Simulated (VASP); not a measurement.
# NaH (I4mm) in VASP: single point with PBEsol

Aim: the single point of NaH with PBEsol.

All numbers are computed with VASP 6.6.1; they aren't measurements. Logs are shortened: lines on timing, memory, paths and dates and some standing lists are left out, and cuts for length are marked.

### Step 1. The cell of the first run

It takes space group I4mm (No. 107, tetragonal). Conventional cell: a = 3.451 Å, b = 3.451 Å, c = 4.880 Å, α = 90.00°, β = 90.00°, γ = 90.00°. Na (site symmetry 4mm) has 6 H at 2.21 to 2.67 Å within 2.9 Å. H (site symmetry 4mm) has 6 Na at 2.21 to 2.67 Å within 2.9 Å.

### Step 2. Single point, PBEsol (one atom moved)

Contents of INCAR:

```
PREC = Accurate
ENCUT = 520
EDIFF = 1E-6
ISMEAR = 0
SIGMA = 0.02
LREAL = F
LASPH = T
NELM = 80
ALGO = Normal
ISIF = 2
LWAVE = F
LCHARG = F
GGA = PS
NBANDS = 11
```

Contents of KPOINTS:

```
regular mesh
0
Gamma
  8 8 8
```

Contents of POSCAR:

```
NaH
1.0
    0.0000000000      2.4400000000      2.4400000000
    2.4400000000      0.0000000000      2.4400000000
    2.4400000000      2.4400000000      0.0000000000
Na H
1 1
Direct
    0.0000000000      0.0000000000      0.0000000000
    0.5461065574      0.4538934426      0.5461065574
```

Potentials or basis: VASP PAW PBE potentials, release 64 (Na_pv, H).

Started as:

```sh
$ cat potpaw_PBE.64/Na_pv/POTCAR potpaw_PBE.64/H/POTCAR > POTCAR
$ mpirun -np 1 vasp_std > vasp.out
```

OUTCAR:

```text
PREC = Accurate
   ENCUT = 520
   EDIFF = 1E-6
   ISMEAR = 0
   LREAL = F
   LASPH = T
   NELM = 80
   ISIF = 2
   GGA = PS

 ion  position               nearest neighbor table
   1  0.000  0.000  0.000-
   2  0.546  0.454  0.546-

  LATTYP: Found a face centered cubic cell.
 ALAT       =     4.8800000000

  Lattice vectors:

 A1 = (   0.0000000000,   2.4400000000,   2.4400000000)
 A2 = (   2.4400000000,   0.0000000000,   2.4400000000)
 A3 = (   2.4400000000,   2.4400000000,   0.0000000000)

Analysis of symmetry for initial positions (statically):
=====================================================================
 Subroutine PRICEL returns:
 Original cell was already a primitive cell.

 Routine SETGRP: Setting up the symmetry group for a
 face centered cubic supercell.

 Subroutine GETGRP returns: Found  8 space group operations
 (whereof  8 operations were pure point group operations)
 out of a pool of 48 trial point group operations.

The static configuration has the point symmetry C_4v.

Analysis of symmetry for dynamics (positions and initial velocities):
=====================================================================
 Subroutine PRICEL returns:
 Original cell was already a primitive cell.

 Routine SETGRP: Setting up the symmetry group for a
 face centered cubic supercell.

 Subroutine GETGRP returns: Found  8 space group operations
 (whereof  8 operations were pure point group operations)
 out of a pool of 48 trial point group operations.

The dynamic configuration has the point symmetry C_4v.

 Subroutine INISYM returns: Found  8 space group operations
 (whereof  8 operations are pure point group operations),
 and found     1 'primitive' translations

----------------------------------------------------------------------------------------

                                     Primitive cell

  volume of cell :      29.0536

  direct lattice vectors                    reciprocal lattice vectors
     0.000000000  2.440000000  2.440000000    -0.204918033  0.204918033  0.204918033
     2.440000000  0.000000000  2.440000000     0.204918033 -0.204918033  0.204918033
     2.440000000  2.440000000  0.000000000     0.204918033  0.204918033 -0.204918033

  length of vectors
     3.450681092  3.450681092  3.450681092     0.354928444  0.354928444  0.354928444

  position of ions in fractional coordinates (direct lattice)
     0.000000000  0.000000000  0.000000000
     0.546106557  0.453893443  0.546106557

  ion indices of the primitive-cell ions
   primitive index   ion index
                 1           1
                 2           2

----------------------------------------------------------------------------------------

 KPOINTS: regular mesh

Automatic generation of k-mesh.
 Grid dimensions read from file:
 generate k-points for:    8    8    8

 Generating k-lattice:

  Cartesian coordinates                     Fractional coordinates (reciprocal lattice)
    -0.025614754  0.025614754  0.025614754     0.125000000  0.000000000  0.000000000
     0.025614754 -0.025614754  0.025614754     0.000000000  0.125000000  0.000000000
     0.025614754  0.025614754 -0.025614754     0.000000000  0.000000000  0.125000000

  Length of vectors
     0.044366056  0.044366056  0.044366056

  Shift w.r.t. Gamma in fractional coordinates (k-lattice)
     0.000000000  0.000000000  0.000000000

 Subroutine IBZKPT returns following result:
 ===========================================

 Found     59 irreducible k-points:

 Following reciprocal coordinates:
            Coordinates               Weight
  0.000000  0.000000  0.000000      1.000000
  0.125000  0.000000  0.000000      8.000000
  0.250000  0.000000  0.000000      8.000000
  0.375000  0.000000  0.000000      8.000000
  0.500000  0.000000  0.000000      4.000000
  0.125000  0.125000  0.000000      4.000000
[... 16 lines left out ...]
  0.250000  0.000000  0.375000      8.000000
  0.500000  0.250000  0.000000     16.000000
 [... further k-points ...]
   k-points           NKPTS =     59   k-points in BZ     NKDIM =     59   number of bands    NBANDS=     11
   number of dos      NEDOS =    301   number of ions     NIONS =      2
   total plane-waves  NPLWV =  21952
   dimension x,y,z NGX =    28 NGY =   28 NGZ =   28
   dimension x,y,z NGXF=    56 NGYF=   56 NGZF=   56
   ions per type =               1   1
   NGX,Y,Z   is equivalent  to a cutoff of  13.49, 13.49, 13.49 a.u.
   NGXF,Y,Z  is equivalent  to a cutoff of  26.98, 26.98, 26.98 a.u.
 SYSTEM =  unknown system
   PREC   = accura    normal or accurate (medium, high low for compatibility)
   ISTART =      0    job   : 0-new  1-cont  2-samecut
   ICHARG =      2    charge: 1-file 2-atom 10-const
   ISPIN  =      1    spin polarized calculation?
   LNONCOLLINEAR =      F non collinear calculations
   LSORBIT =      F    spin-orbit coupling
   LASPH  =      T    aspherical Exc in radial PAW
   ENCUT  =  520.0 eV  38.22 Ry    6.18 a.u.   6.42  6.42  6.42*2*pi/ulx,y,z
   NELM   =     80;   NELMIN=  2; NELMDL= -5     # of ELM steps
   EDIFF  = 0.1E-05   stopping-criterion for ELM
   LREAL  =      F    real-space projection
   EDIFFG = 0.1E-04   stopping-criterion for IOM
   NSW    =      0    number of steps for IOM
   IBRION =     -1    ionic relax: 0-MD 1-quasi-New 2-CG
   NFREE  =      0    steps in history (QN), initial steepest desc. (CG)
   ISIF   =      2    stress and relaxation
   ISYM   =      2    0-nonsym 1-usesym 2-fastsym
   POTIM  = 0.5000    time-step for ionic-motion
   TEBEG  =    0.0;   TEEND  =   0.0 temperature during run
   PSTRESS=    0.0 pullay stress
   NELECT =       8.0000    total number of electrons
   NUPDOWN=      -1.0000    fix difference up-down
   EMIN   =  10.00;   EMAX   =-10.00  energy-range for DOS
   EFERMI =   0.00;   METHOD = LEGACY
   ISMEAR =     0;   SIGMA  =   0.02  broadening in eV -4-tet -1-fermi 0-gaus
   EFERMI_NEDOS =   21; number of points for ismear=-14 and -15
   IALGO  =     38    algorithm
   IMIX   =      4    mixing-type and parameters
     AMIX     =   0.40;   BMIX     =  1.00
     AMIX_MAG =   1.60;   BMIX_MAG =  1.00
  volume/ion in A,a.u.               =      14.53        98.03
  Fermi-wavevector in a.u.,A,eV,Ry     =   1.065054  2.012660 15.433636  1.134340
  Thomas-Fermi vector in A             =   2.200593
   LORBIT       =      0    0 simple, 1 ext, 2 COOP (PROOUT), +10 PAW based schemes
   GGA     = PS    functional components
   LHFCALC =     F    Hartree Fock is set to
   AEXX    =    0.0000 exact exchange contribution
   IVDW    =     0    specifies the selected vdW correction
   LEPSILON=     F    determine dielectric tensor
   LRPA    =     F    only Hartree local field effects (RPA)
 non-spin polarized calculation
 Gauss-broadening in eV      SIGMA  =   0.02
  energy-cutoff  :      520.00
  volume of cell :       29.05
 maximum number of plane-waves:       817
 NGX is ok and might be reduce to    28
   NGX = 13   NGY = 13   NGZ = 13

 number of electron       8.0000007 magnetization

 Free energy of the ion-electron system (eV)
  ---------------------------------------------------
  ext. energy  EPLUGINS =         0.00000000
  ---------------------------------------------------
  free energy    TOTEN  =        -5.05866854 eV

  energy without entropy =       -5.05866854  energy(sigma->0) =       -5.05866854

 E-fermi :  -1.0313     XC(G=0):  -7.7814

 val. band max:       -1.1796745434   @ k =  -0.2500   0.5000   0.2500
 cond. band min:       2.3306699521   @ k =   0.5000   0.0000   0.0000
 fundamental gap:      3.5103444955
 Fermi energy:        -1.0312688219

 k-point     1 :       0.0000    0.0000    0.0000
  band No.  band energies     occupation
      1     -23.2225      2.00000
      2     -23.2225      2.00000
      3     -23.2194      2.00000
      4      -4.8196      2.00000
      5       8.8743      0.00000
      6      13.8392      0.00000
      7      13.8392      0.00000
      8      14.0219      0.00000
      9      15.0668      0.00000
     10      15.0668      0.00000
     11      15.0804      0.00000

 k-point     2 :       0.1250    0.0000    0.0000
  band No.  band energies     occupation
      1     -23.2346      2.00000
      2     -23.2240      2.00000
      3     -23.2218      2.00000
      4      -4.5548      2.00000
      5       8.0104      0.00000
      6      11.4429      0.00000
      7      13.1682      0.00000
      8      13.2976      0.00000
      9      15.6096      0.00000
     10      15.9202      0.00000
     11      16.2175      0.00000

 k-point     3 :       0.2500    0.0000    0.0000
  band No.  band energies     occupation
      1     -23.2657      2.00000
      2     -23.2278      2.00000
      3     -23.2257      2.00000
      4      -3.8003      2.00000
      5       5.7534      0.00000
      6       9.9709      0.00000
      7      12.4438      0.00000
      8      12.5604      0.00000
      9      15.7546      0.00000
     10      15.7972      0.00000
     11      17.1164      0.00000

 k-point     4 :       0.3750    0.0000    0.0000
  band No.  band energies     occupation
      1     -23.2964      2.00000
      2     -23.2316      2.00000
      3     -23.2294      2.00000
      4      -2.7366      2.00000
      5       3.4428      0.00000
      6       9.3726      0.00000
      7      12.0163      0.00000
      8      12.1344      0.00000
      9      14.9791      0.00000
     10      14.9903      0.00000
     11      17.3494      0.00000
[... 239 lines left out ...]
 k-point    22 :       0.3750    0.2500    0.0000
  band No.  band energies     occupation
      1     -23.2815      2.00000
      2     -23.2437      2.00000
      3     -23.2400      2.00000
      4      -2.7033      2.00000
      5       4.7934      0.00000
      6       7.8255      0.00000
      7       9.9668      0.00000
      8      11.0760      0.00000
      9      13.2478      0.00000
     10      18.2602      0.00000
     11      19.8303      0.00000

 k-point    23 :       0.2500    0.0000    0.3750
  band No.  band energies     occupation
      1     -23.2797      2.00000
      2     -23.2439      2.00000
      3     -23.2420      2.00000
      4      -2.7057      2.00000
      5       4.8327      0.00000
      6       7.8248      0.00000
      7       9.9946      0.00000
      8      11.0635      0.00000
      9      13.0612      0.00000
     10      18.4356      0.00000
     11      19.7871      0.00000

 k-point    24 :       0.5000    0.2500    0.0000
  band No.  band energies     occupation
      1     -23.2925      2.00000
      2     -23.2542      2.00000
      3     -23.2411      2.00000
      4      -1.8293      2.00000
      5       3.5931      0.00000
      6       6.2907      0.00000
      7       9.9718      0.00000
      8      10.9586      0.00000
      9      15.3668      0.00000
     10      18.0984      0.00000
     11      18.8276      0.00000

 [... further k-points ...]

------------------------ aborting loop because EDIFF is reached ----------------------------------------

  FORCE on cell =-STRESS in cart. coord.  units (eV):
  Direction    XX          YY          ZZ          XY          YZ          ZX
  --------------------------------------------------------------------------------------
  -------------------------------------------------------------------------------------
  Total       -0.2397676      0.0363553     -0.2397676     -0.0000000      0.0000000      0.0000000
  in kB      -13.2221361      2.0048380    -13.2221361     -0.0000000      0.0000000      0.0000000
  external PRESSURE =      -8.1464781 kB  Pullay stress =       0.0000000 kB

 VOLUME and BASIS-vectors are now :
 -----------------------------------------------------------------------------
  energy-cutoff  :      520.00
  volume of cell :       29.05
      direct lattice vectors                 reciprocal lattice vectors
     0.000000000  2.440000000  2.440000000    -0.204918033  0.204918033  0.204918033
     2.440000000  0.000000000  2.440000000     0.204918033 -0.204918033  0.204918033
     2.440000000  2.440000000  0.000000000     0.204918033  0.204918033 -0.204918033

 POSITION                                       TOTAL-FORCE (eV/Angst)
 -----------------------------------------------------------------------------------
      0.00000      0.00000      0.00000         0.000000      0.212201      0.000000
      2.44000      2.66500      2.44000         0.000000     -0.212201      0.000000
 -----------------------------------------------------------------------------------
    total drift:                               -0.000000      0.000047     -0.000000

  FREE ENERGIE OF THE ION-ELECTRON SYSTEM (eV)
  ---------------------------------------------------
  free  energy   TOTEN  =        -5.0586685396 eV

  energy  without entropy=       -5.0586685396  energy(sigma->0) =       -5.05866854
```

Wall time 9.9 s (1 thread of Intel Xeon Platinum 8559C (Emerald Rapids), shared host); peak memory 0.15 GiB.

What came out:

- Free energy: -5.0587 eV
- Pressure: -0.8 GPa
- Largest force: 0.212 eV/Å
- Band gap on the k mesh: 3.51 eV, indirect (least direct gap 4.40 eV)

Forces on the atoms (eV/Å):
```
Na   0.000  0.212  0.000
H    0.000 -0.212  0.000
```

Caveat: the cell differs from its parent crystal (one atom moved); the PAW data sets were made with another functional, which shifts forces and pressure a little. A k mesh can miss the band edges.
